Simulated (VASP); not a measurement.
# TiO2 in VASP: single point with PBE+D3(BJ)

Aim: the single point of TiO2 with PBE+D3(BJ).

All numbers are computed with VASP 6.6.1; they aren't measurements. Logs are shortened: lines on timing, memory, paths and dates and some standing lists are left out, and cuts for length are marked.

## 1. The cell of the first run

The cell holds a slab with vacuum, 24 atoms: a = 5.909 Å, b = 6.517 Å, c = 24.114 Å, α = 90.00°, β = 90.00°, γ = 90.00°.

## 2. Single point, PBE+D3(BJ)

INCAR

```
SYSTEM = TiO2
PREC     = Accurate       ! precision mode
ENCUT    = 520            ! plane-wave cutoff, eV
EDIFF    = 1E-7           ! SCF threshold, eV
ISMEAR   = 0              ! smearing method
SIGMA    = 0.05           ! smearing width, eV
LREAL    = Auto         
LASPH    = .True.         ! aspherical terms in the spheres
NELM     = 60             ! most SCF steps
ALGO     = Normal         ! electronic algorithm
ISIF     = 2              ! what is computed and relaxed
LWAVE    = .False.        ! write WAVECAR
LCHARG   = .True.         ! write CHGCAR
LDIPOL   = .True.       
IDIPOL   = 3            
DIPOL    = 0.5 0.5 0.452
GGA      = PE             ! functional
IVDW     = 12             ! dispersion correction
LELF     = .True.         ! ELF
LVHAR    = .True.       
LVACPOTAV= .True.       
NBANDS   = 114            ! bands
```

KPOINTS

```
Automatic mesh
0
Gamma
  3 3 1
  0 0 0
```

POSCAR

```
TiO2
1.0
    5.9085268334      0.0000000000      0.0000000000
    0.0000000000      6.5169368715      0.0000000000
    0.0000000000      0.0000000000     24.1141649889
O Ti
16 8
Direct
    0.0000000000      0.0000000000      0.3317552154
    0.5000000000      0.0000000000      0.3317552154
    0.2500000000      0.3043792196      0.3846224109
    0.7500000000      0.3043792196      0.3846224109
    0.2500000000      0.6956207804      0.3846224109
    0.7500000000      0.6956207804      0.3846224109
    0.0000000000      0.0000000000      0.4374896065
    0.5000000000      0.0000000000      0.4374896065
   -0.0000465821      0.5000195267      0.4613761102
    0.5000044008      0.5000412175      0.4613473510
    0.2500270174      0.8116196220      0.5249583920
    0.7500667632      0.8115949837      0.5249833835
    0.2500722413      0.1885018280      0.5249556630
    0.7500237356      0.1885161657      0.5249805760
    0.0002896989      0.5000315878      0.5680289619
    0.4999215660      0.5000866082      0.5680268284
    0.0000000000      0.5000000000      0.3846224109
    0.5000000000      0.5000000000      0.3846224109
    0.2500000000      0.0000000000      0.3846224109
    0.7500000000      0.0000000000      0.3846224109
    0.0000464146      0.0001063571      0.5122514440
    0.5000309649      0.0000259343      0.5122465877
    0.2499104701      0.5000830764      0.5236059893
    0.7502325324      0.5000566064      0.5238024190
```

Potentials or basis: VASP PAW PBE potentials, release 64 (O, Ti_sv).

Launch:

```
$ cat potpaw_PBE.64/O/POTCAR potpaw_PBE.64/Ti_sv/POTCAR > POTCAR
$ mpirun -np 1 vasp_std > vasp.out
```

OUTCAR:

```text
SYSTEM = TiO2
   PREC = Accurate
   ENCUT = 520
   EDIFF = 1E-7
   ISMEAR = 0
   LREAL = Auto
   LASPH = .True.
   NELM = 60
   ISIF = 2
   GGA = PE
   IVDW = 12
 IVDW          = 12

 ion  position               nearest neighbor table
   1  0.000  0.000  0.332-  19 1.95  20 1.95
   2  0.500  0.000  0.332-  19 1.95  20 1.95
   3  0.250  0.304  0.385-  17 1.95  18 1.95  19 1.98
   4  0.750  0.304  0.385-  17 1.95  18 1.95  20 1.98
   5  0.250  0.696  0.385-  17 1.95  18 1.95  19 1.98
   6  0.750  0.696  0.385-  17 1.95  18 1.95  20 1.98
   7  0.000  0.000  0.437-  21 1.80  20 1.95  19 1.95
   8  0.500  0.000  0.437-  22 1.80  20 1.95  19 1.95
   9  1.000  0.500  0.461-  17 1.85  23 2.11  24 2.11
  10  0.500  0.500  0.461-  18 1.85  23 2.11  24 2.11
  11  0.250  0.812  0.525-  22 1.95  21 1.95  23 2.03
  12  0.750  0.812  0.525-  22 1.95  21 1.95  24 2.03
  13  0.250  0.189  0.525-  21 1.95  22 1.95  23 2.03
  14  0.750  0.189  0.525-  21 1.95  22 1.95  24 2.03
  15  0.000  0.500  0.568-  24 1.82  23 1.82
  16  0.500  0.500  0.568-  24 1.82  23 1.82
  17  0.000  0.500  0.385-   9 1.85   4 1.95   5 1.95   6 1.95   3 1.95
  18  0.500  0.500  0.385-  10 1.85   4 1.95   5 1.95   6 1.95   3 1.95
  19  0.250  0.000  0.385-   1 1.95   2 1.95   7 1.95   8 1.95   3 1.98   5 1.98
  20  0.750  0.000  0.385-   1 1.95   2 1.95   7 1.95   8 1.95   4 1.98   6 1.98
  21  0.000  0.000  0.512-   7 1.80  13 1.95  14 1.95  11 1.95  12 1.95
  22  0.500  0.000  0.512-   8 1.80  11 1.95  13 1.95  12 1.95  14 1.95
  23  0.250  0.500  0.524-  15 1.82  16 1.82  11 2.03  13 2.03   9 2.11  10 2.11
  24  0.750  0.500  0.524-  15 1.82  16 1.82  12 2.03  14 2.03   9 2.11  10 2.11

  LATTYP: Found a simple orthorhombic cell.
 ALAT       =     5.9085268334
 B/A-ratio  =     1.1029715283
 C/A-ratio  =     4.0812482822

  Lattice vectors:

 A1 = (   5.9085268334,   0.0000000000,   0.0000000000)
 A2 = (   0.0000000000,   6.5169368715,   0.0000000000)
 A3 = (   0.0000000000,   0.0000000000,  24.1141649889)

Analysis of symmetry for initial positions (statically):
=====================================================================
 Subroutine PRICEL returns:
 Original cell was already a primitive cell.

 Routine SETGRP: Setting up the symmetry group for a
 simple orthorhombic supercell.

 Subroutine GETGRP returns: Found  1 space group operations
 (whereof  1 operations were pure point group operations)
 out of a pool of  8 trial point group operations.

The static configuration has the point symmetry C_1 .

Analysis of symmetry for dynamics (positions and initial velocities):
=====================================================================
 Subroutine PRICEL returns:
 Original cell was already a primitive cell.

 Routine SETGRP: Setting up the symmetry group for a
 simple orthorhombic supercell.

 Subroutine GETGRP returns: Found  1 space group operations
[... 144 lines left out ...]
   IALGO  =     38    algorithm
   IMIX   =      4    mixing-type and parameters
     AMIX     =   0.40;   BMIX     =  1.00
     AMIX_MAG =   1.60;   BMIX_MAG =  1.00
  volume/ion in A,a.u.               =      38.69       261.08
  Fermi-wavevector in a.u.,A,eV,Ry     =   0.968078  1.829402 12.751035  0.937175
  Thomas-Fermi vector in A             =   2.098017
   LORBIT       =      0    0 simple, 1 ext, 2 COOP (PROOUT), +10 PAW based schemes
   GGA     = PE    functional components
   LHFCALC =     F    Hartree Fock is set to
   AEXX    =    0.0000 exact exchange contribution
   IVDW    =    12    specifies the selected vdW correction
   LEPSILON=     F    determine dielectric tensor
   LRPA    =     F    only Hartree local field effects (RPA)
 non-spin polarized calculation
 Gauss-broadening in eV      SIGMA  =   0.05
  energy-cutoff  :      520.00
  volume of cell :      928.53
 maximum number of plane-waves:     25061
 NGX is ok and might be reduce to    48
   NGX = 21   NGY = 25   NGZ = 89

 dipolmoment           0.000000      0.000000      0.031212 electrons x Angstroem

 number of electron     191.9999951 magnetization

 dipolmoment           0.000000      0.000000     -0.046161 electrons x Angstroem

 Free energy of the ion-electron system (eV)
  ---------------------------------------------------
  ext. energy  EPLUGINS =         0.00000000
  ---------------------------------------------------
  free energy    TOTEN  =      -210.77387962 eV

  energy without entropy =     -210.77387962  energy(sigma->0) =     -210.77387962

 E-fermi :  -3.3033     XC(G=0):  -3.5961

 val. band max:       -3.6420740407   @ k =   0.0000   0.0000   0.0000
 cond. band min:      -1.8972069384   @ k =   0.0000   0.0000   0.0000
 fundamental gap:      1.7448671022
 Fermi energy:        -3.3033136395

 k-point     1 :       0.0000    0.0000    0.0000
  band No.  band energies     occupation
      1     -60.8898      2.00000
      2     -60.8485      2.00000
      3     -60.8136      2.00000
      4     -60.7727      2.00000
      5     -60.3222      2.00000
      6     -60.2786      2.00000
[... 544 lines left out ...]
    107      -0.7026      0.00000
    108      -0.6793      0.00000
 [bands above 108 left out]

------------------------ aborting loop because EDIFF is reached ----------------------------------------

 Edisp (eV)   -4.05660

 E8    (eV) :    -1.6813

  FORCE on cell =-STRESS in cart. coord.  units (eV):
  Direction    XX          YY          ZZ          XY          YZ          ZX
  --------------------------------------------------------------------------------------
  -------------------------------------------------------------------------------------
  Total      -3.82587     4.71200    -0.59378     0.00211    -0.00549    -0.01078
  in kB      -6.60155     8.13057    -1.02457     0.00364    -0.00947    -0.01859
  external pressure =        0.17 kB  Pullay stress =        0.00 kB

 VOLUME and BASIS-vectors are now :
 -----------------------------------------------------------------------------
  energy-cutoff  :      520.00
  volume of cell :      928.53
      direct lattice vectors                 reciprocal lattice vectors
     5.908526833  0.000000000  0.000000000     0.169246925  0.000000000  0.000000000
     0.000000000  6.516936871  0.000000000     0.000000000  0.153446323  0.000000000
     0.000000000  0.000000000 24.114164989     0.000000000  0.000000000  0.041469402

 POSITION                                       TOTAL-FORCE (eV/Angst)
 -----------------------------------------------------------------------------------
      0.00000      0.00000      8.00000         0.000044      0.000091      2.390435
      2.95426      0.00000      8.00000        -0.000038      0.000111      2.390310
      1.47713      1.98362      9.27485        -0.003975      0.763776     -1.006860
      4.43140      1.98362      9.27485         0.003635      0.764349     -1.007406
      1.47713      4.53332      9.27485        -0.004179     -0.763506     -1.007589
      4.43140      4.53332      9.27485         0.003839     -0.764104     -1.008178
[... 16 lines left out ...]
      1.47660      3.25901     12.62632         0.042402     -0.002142     -0.051501
      4.43277      3.25884     12.63106        -0.039491      0.000001     -0.078135
 -----------------------------------------------------------------------------------
    total drift:                                0.000771     -0.001453     -0.020621

  FREE ENERGIE OF THE ION-ELECTRON SYSTEM (eV)
  ---------------------------------------------------
  free  energy   TOTEN  =      -214.8304783940 eV

  energy  without entropy=     -214.8304783940  energy(sigma->0) =     -214.83047839

 vacuum level on the upper side and lower side of the slab         3.155         3.372
```

It took 50 min on 1 thread of Intel Xeon 8259CL, shared host; peak memory 0.97 GiB.

What came out:

```
Free energy                : -214.8305 eV
Largest force              : 5.376 eV/Å
Band gap on the k mesh     : 1.74 eV
Dispersion energy per atom : -0.169 eV
```

Forces on the atoms (eV/Å):
```
O    0.000  0.000  2.390
O    0.000  0.000  2.390
O   -0.004  0.764 -1.007
O    0.004  0.764 -1.007
O   -0.004 -0.764 -1.008
O    0.004 -0.764 -1.008
O    0.000  0.001  1.817
O    0.001  0.000  1.815
O    0.003  0.000  0.044
O    0.001  0.000  0.043
O   -0.001 -0.037  0.015
O    0.002 -0.035  0.016
O   -0.001  0.037  0.015
O    0.003  0.036  0.016
O   -0.009  0.000  0.128
O    0.001 -0.001  0.096
Ti  -0.003  0.001  3.012
Ti   0.002  0.001  3.021
Ti  -0.001  0.000 -5.376
Ti   0.001  0.000 -5.375
Ti  -0.001  0.000  0.044
Ti   0.001 -0.001  0.048
Ti   0.042 -0.002 -0.052
Ti  -0.039  0.000 -0.078
```

Levels at points of the mesh, in eV from the valence-band top:
```csv
k point,band 92,band 93,band 94,band 95,band 96,band 97,band 98,band 99,band 100,band 101
"(0.00, 0.00, 0.00)",-0.85,-0.71,-0.62,-0.19,0.00,1.74,1.80,1.97,2.53,2.57
```
